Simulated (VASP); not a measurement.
# Al9N8 (a cell with a defect) in VASP: notebook

Al9N8 (a cell with a defect) is run at these levels: PBEsol, r2SCAN; tasks: single point.

Everything below comes from runs of VASP 6.6.1. Logs are shortened: lines on timing, memory, paths and dates and some standing lists are left out, and cuts for length are marked.

### 1 The cell of the first run

The cell holds a defect, 17 atoms: a = 6.228 Å, b = 5.393 Å, c = 4.984 Å, α = 90.00°, β = 90.00°, γ = 90.00°.

### 2 Single point, PBEsol

Input file INCAR:

```
SYSTEM = Al9N8
ALGO = Normal
EDIFF = 1E-7
ENCUT = 520
GGA = PS
ISIF = 2
ISMEAR = -1
LASPH = .TRUE.
LCHARG = .TRUE.
LELF = .TRUE.
LREAL = Auto
LVHAR = .TRUE.
LWAVE = .FALSE.
NBANDS = 48
NELECT = 64.0
NELM = 80
PREC = Accurate
SIGMA = 0.05
```

Input file KPOINTS:

```
Automatic mesh
0
Gamma
  2 2 2
  0.5 0.5 0.5
```

Input file POSCAR:

```
Al9N8
1.0
    6.2276320000      0.0000000000      0.0000000000
    0.0000000000      5.3932870000      0.0000000000
    0.0000000000      0.0000000000      4.9835290000
Al N
9 8
Direct
    0.2654840000      0.1499720000      0.4980550000
    0.0000110000      0.6698760000      0.5050750000
    0.7302390000      0.1528830000      0.4985050000
    0.4990260000      0.6613680000      0.5045560000
    0.0062320000      0.3210880000      0.9965560000
    0.4967380000      0.3444600000      0.0007430000
    0.2497720000      0.8502730000      0.0008650000
    0.7572130000      0.8451440000      0.0034880000
    0.4727590000      0.1427060000      0.6974880000
    0.0105810000      0.3260580000      0.3927150000
    0.4958960000      0.3080480000      0.3750420000
    0.2557840000      0.8268210000      0.3717570000
    0.7590350000      0.8456430000      0.3880340000
    0.2450370000      0.1688770000      0.8581100000
    0.9966980000      0.6621500000      0.8945910000
    0.7451270000      0.1728360000      0.8972880000
    0.5072750000      0.6563860000      0.8983340000
```

Potentials or basis: VASP PAW PBE potentials, release 64 (Al, N).

Command:

```sh
> cat potpaw_PBE.64/Al/POTCAR potpaw_PBE.64/N/POTCAR > POTCAR
> mpirun -np 1 vasp_std > vasp.out
```

OUTCAR:

```text
SYSTEM = Al9N8
   EDIFF = 1E-7
   ENCUT = 520
   GGA = PS
   ISIF = 2
   ISMEAR = -1
   LASPH = .TRUE.
   LREAL = Auto
   NELECT = 64.0
   NELM = 80
   PREC = Accurate

 ion  position               nearest neighbor table
   1  0.265  0.150  0.498-   9 1.63  11 1.78  14 1.80  12 1.85  10 1.92   3 2.89   7 2.96   7 2.98
                             4 3.01   6 3.05   2 3.07   6 3.07   5 3.10   5 3.12   4 3.12   2 3.26
   2  0.000  0.670  0.505-  13 1.87  12 1.92  10 1.94  15 1.94   8 3.06   8 3.07   1 3.07   7 3.08
                             5 3.09   3 3.10   4 3.11   7 3.11   4 3.12   5 3.16   1 3.26   3 3.26
   3  0.730  0.153  0.499-  13 1.76  11 1.79   9 1.89  16 1.99  10 2.05   1 2.89   8 2.98   4 3.02
                             8 3.02   6 3.06   6 3.07   4 3.10   2 3.10   5 3.15   5 3.17   2 3.26
   4  0.499  0.661  0.505-  12 1.88  17 1.96  13 1.99  11 2.01   9 2.77   9 2.96   6 3.01   1 3.01
                             3 3.02   6 3.04   7 3.09   3 3.10   2 3.11   1 3.12   2 3.12   7 3.12
   5  0.006  0.321  0.997-  14 1.83  16 1.88  15 1.91  10 1.97   7 2.96   8 3.00   6 3.06   2 3.09
                             1 3.10   1 3.12   3 3.15   2 3.16   3 3.17   6 3.18   8 3.22   7 3.23
   6  0.497  0.344  0.001-  17 1.76   9 1.87  16 1.87  11 1.88  14 1.96   4 3.01   4 3.04   1 3.05
                             3 3.06   5 3.06   3 3.07   1 3.07   7 3.08   7 3.13   8 3.14   8 3.15
   7  0.250  0.850  0.001-  12 1.85  14 1.86  15 1.95  17 1.98   9 2.59   5 2.96   1 2.96   1 2.98
                             8 3.07   6 3.08   2 3.08   4 3.09   2 3.11   4 3.12   6 3.13   8 3.16
   8  0.757  0.845  0.003-  16 1.85  15 1.87  13 1.92  17 1.93   9 2.84   3 2.98   5 3.00   3 3.02
                             2 3.06   7 3.07   2 3.07   4 3.12   4 3.13   6 3.14   6 3.15   7 3.16
   9  0.473  0.143  0.697-   1 1.63  14 1.63  11 1.84   6 1.87   3 1.89  16 1.97   7 2.59   4 2.77
                             8 2.84   4 2.96
  10  0.011  0.326  0.393-   1 1.92   2 1.94   5 1.97   3 2.05
  11  0.496  0.308  0.375-   1 1.78   3 1.79   9 1.84   6 1.88   4 2.01
  12  0.256  0.827  0.372-   7 1.85   1 1.85   4 1.88   2 1.92
  13  0.759  0.846  0.388-   3 1.76   2 1.87   8 1.92   4 1.99
  14  0.245  0.169  0.858-   9 1.63   1 1.80   5 1.83   7 1.86   6 1.96
  15  0.997  0.662  0.895-   8 1.87   5 1.91   2 1.94   7 1.95
  16  0.745  0.173  0.897-   8 1.85   6 1.87   5 1.88   9 1.97   3 1.99
  17  0.507  0.656  0.898-   6 1.76   8 1.93   4 1.96   7 1.98

 -----------------------------------------------------------------------------
|                                                                             |
|           W    W    AA    RRRRR   N    N  II  N    N   GGGG   !!!           |
|           W    W   A  A   R    R  NN   N  II  NN   N  G    G  !!!           |
|           W    W  A    A  R    R  N N  N  II  N N  N  G       !!!           |
|           W WW W  AAAAAA  RRRRR   N  N N  II  N  N N  G  GGG   !            |
|           WW  WW  A    A  R   R   N   NN  II  N   NN  G    G                |
|           W    W  A    A  R    R  N    N  II  N    N   GGGG   !!!           |
|                                                                             |
|     The distance between some ions is very small. Please check the          |
|     nearest-neighbor list in the OUTCAR file.                               |
[... 172 lines left out ...]
  Fermi-wavevector in a.u.,A,eV,Ry     =   1.188220  2.245411 19.209626  1.411868
  Thomas-Fermi vector in A             =   2.324355
   LORBIT       =      0    0 simple, 1 ext, 2 COOP (PROOUT), +10 PAW based schemes
   GGA     = PS    functional components
   LHFCALC =     F    Hartree Fock is set to
   AEXX    =    0.0000 exact exchange contribution
   IVDW    =     0    specifies the selected vdW correction
   LEPSILON=     F    determine dielectric tensor
   LRPA    =     F    only Hartree local field effects (RPA)
 non-spin polarized calculation
  energy-cutoff  :      520.00
  volume of cell :      167.38
 maximum number of plane-waves:      4502
 NGX is ok and might be reduce to    48
   NGX = 23   NGY = 21   NGZ = 19

 number of electron      64.0000002 magnetization

 Free energy of the ion-electron system (eV)
  ---------------------------------------------------
  ext. energy  EPLUGINS =         0.00000000
  ---------------------------------------------------
  free energy    TOTEN  =      -137.01023792 eV

  energy without entropy =     -137.01023791  energy(sigma->0) =     -137.01023792

 E-fermi :   8.2027     XC(G=0): -11.1682

 val. band max:        7.1741878812   @ k =  -0.2500  -0.2500   0.2500
 cond. band min:       9.2060745468   @ k =   0.2500  -0.2500  -0.2500
 fundamental gap:      2.0318866657
 Fermi energy:         8.2027329088

 k-point     1 :       0.2500    0.2500    0.2500
  band No.  band energies     occupation
      1     -10.0790      2.00000
      2      -8.8188      2.00000
      3      -7.9947      2.00000
      4      -6.7196      2.00000
      5      -6.0515      2.00000
      6      -5.7087      2.00000
[... 177 lines left out ...]
     43      14.7859      0.00000
     44      15.1670      0.00000
 [bands above 44 left out]

------------------------ aborting loop because EDIFF is reached ----------------------------------------

  FORCE on cell =-STRESS in cart. coord.  units (eV):
  Direction    XX          YY          ZZ          XY          YZ          ZX
  --------------------------------------------------------------------------------------
  -------------------------------------------------------------------------------------
  Total        9.1425242    -17.9087783      2.2279231     -2.2883847      7.6718981      4.2640687
  in kB       87.5111189   -171.4206275     21.3254061    -21.9041376     73.4344670     40.8151417
  external PRESSURE =     -20.8613675 kB  Pullay stress =       0.0000000 kB

 VOLUME and BASIS-vectors are now :
 -----------------------------------------------------------------------------
  energy-cutoff  :      520.00
  volume of cell :      167.38
      direct lattice vectors                 reciprocal lattice vectors
     6.227632000  0.000000000  0.000000000     0.160574678  0.000000000  0.000000000
     0.000000000  5.393287000  0.000000000     0.000000000  0.185415684  0.000000000
     0.000000000  0.000000000  4.983529000     0.000000000  0.000000000  0.200661018

 POSITION                                       TOTAL-FORCE (eV/Angst)
 -----------------------------------------------------------------------------------
      1.65334      0.80884      2.48207       -23.184638      1.030295    -16.130031
      0.00007      3.61283      2.51706         0.195417     -1.211255      0.219786
      4.54766      0.82454      2.48431        15.112637      2.147399     -6.199174
      3.10775      3.56695      2.51447         0.994679      0.221483     -0.616102
      0.03881      1.73172      4.96637        -1.273752      3.341817      1.899395
      3.09350      1.85777      0.00370         1.017056      6.864681     11.047174
[... 9 lines left out ...]
      4.64038      0.93215      4.47166        -3.723958     -0.169191     -2.675504
      3.15912      3.54008      4.47687        -0.788792      2.614246     -1.709587
 -----------------------------------------------------------------------------------
    total drift:                               -0.000215      0.009877      0.005101

  FREE ENERGIE OF THE ION-ELECTRON SYSTEM (eV)
  ---------------------------------------------------
  free  energy   TOTEN  =      -137.0102379179 eV

  energy  without entropy=     -137.0102379140  energy(sigma->0) =     -137.01023792
```

stdout:

```text
POSCAR found type information on POSCAR AlN
 POSCAR found :  2 types and      17 ions
 scaLAPACK will be used
 -----------------------------------------------------------------------------
|                                                                             |
|                                                                             |
[... 18 lines left out ...]
|                                                                             |
 -----------------------------------------------------------------------------

 POSCAR, INCAR and KPOINTS ok, starting setup
 FFT: planning ... GRIDC
 FFT: planning ... GRID_SOFT
 FFT: planning ... GRID
 WAVECAR not read
 entering main loop
 the old and the new charge density differ
 old charge density:    67.00000 new   64.00000
    0.223E+01
```

Wall time 73 s (1 thread of Intel Xeon Platinum 8488C (Sapphire Rapids), shared host); peak memory 0.24 GiB.

Results:

- Free energy: -137.0102 eV
- Largest force: 28.262 eV/Å

Forces on the atoms (eV/Å):
```
Al  -23.185   1.030 -16.130
Al    0.195  -1.211   0.220
Al   15.113   2.147  -6.199
Al    0.995   0.221  -0.616
Al   -1.274   3.342   1.899
Al    1.017   6.865  11.047
Al   -1.312  -4.476   0.742
Al    0.520  -3.011   1.105
Al   13.073  -8.125   6.885
N    -0.636  -0.602  -0.537
N    -0.090   1.242   2.103
N     1.007   0.683   1.738
N    -2.008  -2.017   0.040
N     0.045   0.571   2.563
N     1.053   0.896  -0.474
N    -3.724  -0.169  -2.676
N    -0.789   2.614  -1.710
```

Caveat: the k points lie up to 0.63 Å⁻¹ apart; the cell carries a net charge on a neutralising background, which shifts energy and pressure; the cell is charged against a uniform background, so pressure and absolute levels hang on convention; the PAW data sets were made with another functional, which shifts forces and pressure a little.

### 3 Single point, PBEsol

Input file INCAR:

```
SYSTEM = Al9N8
ALGO     = Normal         ! electronic algorithm
EDIFF    = 1E-7           ! SCF threshold, eV
ENCUT    = 520            ! plane-wave cutoff, eV
GGA      = PS             ! functional
ISIF     = 2              ! what is computed and relaxed
ISMEAR   = -1             ! smearing method
LASPH    = .TRUE.         ! aspherical terms in the spheres
LCHARG   = .FALSE.        ! write CHGCAR
LREAL    = Auto         
LWAVE    = .FALSE.        ! write WAVECAR
NBANDS   = 48             ! bands
NELECT   = 66.0         
NELM     = 100            ! most SCF steps
PREC     = Accurate       ! precision mode
SIGMA    = 0.05           ! smearing width, eV
```

KPOINTS is that of step 2.

POSCAR is that of step 2.

Potentials or basis: VASP PAW PBE potentials, release 64 (Al, N).

Command:

```sh
> cat potpaw_PBE.64/Al/POTCAR potpaw_PBE.64/N/POTCAR > POTCAR
> mpirun -np 1 vasp_std > vasp.out
```

It took 73 s on 1 thread of Intel Xeon Platinum 8488C (Sapphire Rapids), shared host; peak memory 0.24 GiB.

It converged, with:

* Free energy: -117.2090 eV
* Largest force: 24.832 eV/Å

Forces in eV/Å, atoms in the order of the input:
```
Al  -19.953  -0.894 -14.755
Al    0.336  -0.596  -0.373
Al   11.876   0.348  -4.883
Al    0.795   2.213   0.141
Al   -1.226   2.903   1.596
Al    1.006   6.304  10.582
Al   -0.423  -3.946   0.583
Al   -0.162  -2.474   0.990
Al   13.093  -7.822   7.616
N    -0.646  -0.442  -0.368
N    -0.075   3.481   0.162
N    -1.142  -0.485  -0.249
N     0.046  -2.959  -1.401
N    -2.648   1.714   3.809
N     0.927   0.539  -1.090
N    -1.072   0.593  -1.363
N    -0.731   1.524  -0.996
```

Levels at points of the mesh, in eV from the Fermi level:
| k point | band 29 | band 30 | band 31 | band 32 | band 33 | band 34 | band 35 | band 36 | band 37 | band 38 |
| --- | --- | --- | --- | --- | --- | --- | --- | --- | --- | --- |
| (0.25, 0.25, 0.25) | -4.47 | -4.18 | -3.99 | -3.79 | -0.36 | 0.34 | 1.21 | 1.57 | 1.96 | 2.35 |

Caveat: the k points lie up to 0.63 Å⁻¹ apart; the cell carries a net charge on a neutralising background, which shifts energy and pressure; the cell is charged against a uniform background, so pressure and absolute levels hang on convention; the PAW data sets were made with another functional, which shifts forces and pressure a little.

### 4 Single point, r2SCAN

POSCAR is that of step 3.

Input file INCAR.step1:

```
SYSTEM = Al9N8
  PREC = Accurate
  ENCUT = 520
  ISMEAR = -1
  SIGMA = 0.05
  LREAL = Auto
  LASPH = .TRUE.
  NELM = 100
  NELECT = 64.0
  NBANDS = 48
  GGA = PE
  ALGO = Normal
  EDIFF = 1E-4
  LWAVE = .TRUE.
  LCHARG = .FALSE.
```

Input file INCAR.step2:

```
SYSTEM = Al9N8
  PREC = Accurate
  ENCUT = 520
  EDIFF = 1E-7
  ISMEAR = -1
  SIGMA = 0.05
  LREAL = Auto
  LASPH = .TRUE.
  NELM = 100
  ALGO = Normal
  ISIF = 2
  LWAVE = .FALSE.
  LCHARG = .FALSE.
  METAGGA = R2SCAN
  LMIXTAU = .TRUE.
  NELECT = 64.0
  NBANDS = 48
  ISTART = 1
```

KPOINTS is that of step 3.

Command:

```sh
> cat potpaw_PBE.64/Al/POTCAR potpaw_PBE.64/N/POTCAR > POTCAR
> cp INCAR.step1 INCAR
> mpirun -np 1 vasp_std > vasp.out
> cp INCAR.step2 INCAR
> mpirun -np 1 vasp_std > vasp.out
```

Wall time 3.5 min (1 thread of Intel Xeon Platinum 8488C (Sapphire Rapids), shared host); peak memory 0.27 GiB.

The run converged. Its results:

```yaml
Free_energy: -167.7871 eV
Largest_force: 28.682 eV/Å
```

Forces on the atoms (eV/Å):
```
Al  -23.564   1.103 -16.314
Al    0.186  -1.311   0.260
Al   15.547   2.156  -6.381
Al    1.017   0.302  -0.641
Al   -1.356   3.573   1.985
Al    1.118   7.094  11.281
Al   -1.435  -4.743   0.812
Al    0.613  -3.208   1.186
Al   13.041  -8.170   6.810
N    -0.644  -0.628  -0.616
N    -0.103   1.163   2.419
N     1.114   0.793   1.848
N    -2.151  -2.021   0.080
N     0.439   0.490   2.511
N     1.107   1.005  -0.541
N    -4.072  -0.265  -2.888
N    -0.857   2.668  -1.813
```

Levels at points of the mesh, in eV from the Fermi level:
| k point | band 30 | band 31 | band 32 | band 33 | band 34 | band 35 |
| --- | --- | --- | --- | --- | --- | --- |
| (0.25, 0.25, 0.25) | -1.78 | -1.62 | -1.20 | 1.17 | 2.87 | 3.96 |

Caveat: the k points lie up to 0.63 Å⁻¹ apart; the cell carries a net charge on a neutralising background, which shifts energy and pressure; the cell is charged against a uniform background, so pressure and absolute levels hang on convention; the PAW data sets were made with another functional, which shifts forces and pressure a little.

[end of part 1 of 2]
